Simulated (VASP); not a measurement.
Write the native input for VASP 6.6.1 that does the following.

| Property | Result |
| --- | --- |
| Task | relaxation of cell and atoms |
| Functional | PBE |
| Dispersion | D3(BJ) |
| Potentials or basis | VASP PAW PBE potentials, release 64 (Mo_sv, S) |
| Cutoff | 600 eV |
| k mesh | 12 × 12 × 6 |
| Occupations | gaussian, width 0.02 eV |
| Spin | no spin polarisation |
| Target pressure | 15 GPa |
| Dipole correction | no |
| Further INCAR settings | ALGO = Normal; EDIFF = 1e-06; IBRION = 2; EDIFFG = -0.008; NSW = 70; ISIF = 3 |

The structure of MoS2 lies in POSCAR:

```
MoS2
1.0
    3.0110362507      0.0000000000      0.0000000000
   -1.5055181253      2.6076338849      0.0000000000
    0.0000000000      0.0000000000      6.0805286652
Mo S
1 2
Direct
    0.0000000000      0.0000000000      0.0000000000
    0.3333333333      0.6666666667      0.2528319219
    0.3333333333      0.6666666667      0.7471680781
```

The input as run:

INCAR

```
SYSTEM = MoS2
PREC = Accurate ; ENCUT = 600
EDIFF = 1E-6 ; ISMEAR = 0
SIGMA = 0.02 ; LREAL = .FALSE.
LASPH = .TRUE. ; NELM = 80
ALGO = Normal ; ISIF = 3
LWAVE = .FALSE. ; LCHARG = .FALSE.
GGA = PE ; IVDW = 12
IBRION = 2 ; NSW = 70
EDIFFG = -0.008 ; PSTRESS = 150.0
```

KPOINTS

```
regular mesh
0
G
  12 12 6
  0 0 0
```

Potentials or basis: VASP PAW PBE potentials, release 64 (Mo_sv, S).

Run with:

```sh
$ cat potpaw_PBE.64/Mo_sv/POTCAR potpaw_PBE.64/S/POTCAR > POTCAR
$ mpirun -np 1 vasp_std > vasp.out
```

It gave:

```yaml
Relaxed_volume: 16.09 Å³/atom
Relaxed_cell: a = 3.030 Å, b = 3.030 Å, c = 6.071 Å, α = 90.00°, β = 90.00°, γ = 120.00°
Space_group_after_relaxing_to_0.1_Å: P-6m2 (No. 187)
Energy_change_on_relaxing_the_run_minimises_the_enthalpy: -36.2 meV/atom
Ionic_steps: 11
Pressure_after_relaxing: 15.0 GPa
Band_gap_on_the_k_mesh: 0.61 eV (least direct gap 1.54 eV)
Dispersion_energy_per_atom: -0.471 eV
```

Caveat: the cell is relaxed towards a set pressure, so the run minimises the enthalpy, not the energy.

It took 2.4 min on 1 thread of Intel(R) Xeon(R) 6975P-C (Granite Rapids) (shared host), peak memory 0.23 GiB.
